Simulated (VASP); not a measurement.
Sr, 1 atom in the cell. It takes space group Fm-3m (No. 225, cubic). Conventional cell: a = 5.965 Å, b = 5.965 Å, c = 5.965 Å, α = 90.00°, β = 90.00°, γ = 90.00°. Within 5.5 Å of Sr (site symmetry m-3m) lie 12 Sr at 4.22 Å.  This cell differs from its parent crystal: volume scaled by 0.97.

```yaml
Program: VASP 6.6.1
Task: single point
Functional: PBE
Potentials_or_basis: VASP PAW PBE potentials, release 64 (Sr_sv)
Cutoff: 520 eV
k_mesh: 12 × 12 × 12
Occupations: gaussian, width 0.1 eV
Spin: no spin polarisation
Dipole_correction: no
Further_INCAR_settings: ALGO = Fast; EDIFF = 1e-06; NBANDS = 11
```

Potentials or basis: VASP PAW PBE potentials, release 64 (Sr_sv).

Run with:

```bash
$ cat potpaw_PBE.64/Sr_sv/POTCAR > POTCAR
$ mpirun -np 1 vasp_std > vasp.out
```

Hardware: 1 thread of Intel(R) Xeon(R) 6975P-C (Granite Rapids) (shared host).

Task: Estimate the wall time of this run.

Result: It took 13 s on 1 thread of Intel(R) Xeon(R) 6975P-C (Granite Rapids), on a shared host, peak memory 0.19 GiB. Counts: scf iterations 12, k points 72.
